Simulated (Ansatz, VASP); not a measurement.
**Cu in VASP and in Ansatz**

INCAR

```
ALGO = Normal
EDIFF = 1E-7
ENCUT = 520
GGA = RE
ISIF = 2
ISMEAR = -1
LASPH = T
LCHARG = F
LREAL = F
LWAVE = F
NBANDS = 18
NELM = 100
PREC = Accurate
SIGMA = 0.1
```

The input KPOINTS:

```
k-points
0
Gamma
  16 16 9
```

The input POSCAR:

```
Cu
1.0
    2.5533486377      0.0000000000      0.0000000000
   -1.2766743188      2.2112647849      0.0000000000
    0.0000000000      0.0000000000      4.1803123223
Cu
2
Direct
    0.3333333333      0.6666666667      0.2500000000
    0.6666666667      0.3333333333      0.7500000000
```

Input for Ansatz:

```yaml
crystal:
  lattice:
    - [2.5533486377, 0.0, 0.0]
    - [-1.2766743188, 2.2112647849, 0.0]
    - [0.0, 0.0, 4.1803123223]
  atoms:
    - { symbol: Cu, position: [0.3333333333, 0.6666666667, 0.25] }
    - { symbol: Cu, position: [0.6666666667, 0.3333333333, 0.75] }
hamiltonian:
  xc: revpbe
  pseudopotentials:
    kind: paw
    azcp:
      Cu: "pseudopotentials/Cu.paw.azcp"
basis:
  ecutwfc: 420
  fft_grid_basis: typed
kpoints:
  mp_grid: { grid: [16, 16, 9], shift: [0, 0, 0] }
magnetization:
  spin_polarized: false
scf:
  occupations: { method: fermi_dirac, width: 0.1 }
  lower_state_search: "off"
output:
  stress: true
```

Alike in both runs: task single point; functional revPBE; k mesh 16 × 16 × 9; occupations fermi-dirac, width 0.1 eV; no spin polarisation.

|  | VASP | Ansatz |
| --- | --- | --- |
| version | VASP 6.6.1 | Ansatz 0.2.0 |
| potentials or method | VASP PAW PBE potentials, release 64 (Cu), cutoff 520 eV | plane waves (420 eV) with PAW, scalar-relativistic |
| valence electrons in the cell | 22 | 38 |

```tsv
	VASP	Ansatz	Ansatz less VASP
pressure (GPa)	6.2	5.7	-0.57
traceless stress, the component that is largest in VASP (GPa)	-0.14	-0.12	+0.021
```

VASP's potentials were made for PBE, not for revPBE. With one functional, cell and mesh, what is left measures potentials, basis and numerics. VASP's potentials hold 22 valence electrons a cell and Ansatz's 38, so a difference there can come from the potentials and not from the codes.
